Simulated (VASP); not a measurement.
# NaF: phonons with r2SCAN+D3(BJ)

NaF:

```
Na F
1.0
     0.00000    2.48080    2.48080
     2.48080    0.00000    2.48080
     2.48080    2.48080    0.00000
Na F
1 1
Direct
  0.00000 0.00000 0.00000
  0.25000 0.25000 0.25000
```

```yaml
Program: VASP 6.6.1
Task: phonons
Functional: r2SCAN
Dispersion: D3(BJ)
Potentials_or_basis: VASP PAW PBE potentials, release 64 (Na_pv, F)
Cutoff: 520 eV
k_mesh: 8 × 8 × 8
Occupations: gaussian, width 0.01 eV
Spin: no spin polarisation
Dipole_correction: no
Further_INCAR_settings: ALGO = Normal; EDIFF = 1e-08; NBANDS = 14; IBRION = 6; POTIM = 0.015; NSW = 1
```

```
Highest phonon frequency at Γ, LO-TO splitting left out : 344 cm⁻¹
Dispersion energy per atom                              : -0.067 eV
```

Phonon frequencies in cm⁻¹ (negative: imaginary):
| q point | frequencies |
| --- | --- |
| (0.000, 0.000, 0.000) | -12 -12 -12 344 344 344 |

Run time: 7.8 min on 1 thread of AMD EPYC 9R45 96-Core Processor (Zen 5), with other jobs on the host, peak memory 0.18 GiB.

Caveat: the cell wasn't relaxed at this level first, which shifts response properties; some modes are imaginary.
